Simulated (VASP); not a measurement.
**Tl: single point with PBEsol+D3(BJ)**

Tl:

```
Tl
1.0
     3.33443    0.00000    0.00000
    -1.66722    2.88770    0.00000
     0.00000    0.00000    5.61363
Tl
2
Cartesian
  1.6672 0.9626 4.2102
  0.0000 1.9251 1.4034
```

```
Program             : VASP 6.6.1
Task                : single point
Functional          : PBEsol
Dispersion          : D3(BJ)
Potentials or basis : VASP PAW PBE potentials, release 64 (Tl_d)
Cutoff              : 520 eV
k mesh              : 9 × 9 × 5
Occupations         : fermi-dirac, width 0.05 eV
Spin                : no spin polarisation
```

```yaml
Pressure: -0.1 GPa
Band_gap_on_the_k_mesh: zero (band 13 reaches 8.82 eV, above the bottom of band 14 at 5.23 eV)
Dispersion_energy_per_atom: -0.406 eV
```

Levels at points of the mesh, in eV from the Fermi level:
```
           k point  band 11  band 12  band 13  band 14  band 15  band 16
(0.00, 0.00, 0.00)   -10.48    -5.63    -3.30     9.01     9.01    10.01
```

Wall time 69 s on 1 thread of Intel(R) Xeon(R) Platinum 8488C (Sapphire Rapids), with other jobs on the host, peak memory 0.19 GiB.

Caveat: the PAW data sets were made with another functional, which shifts forces and pressure a little; spin-orbit coupling is left out, which moves the levels of the heavy elements; pairwise dispersion overbinds metals, which lowers pressure and volume.
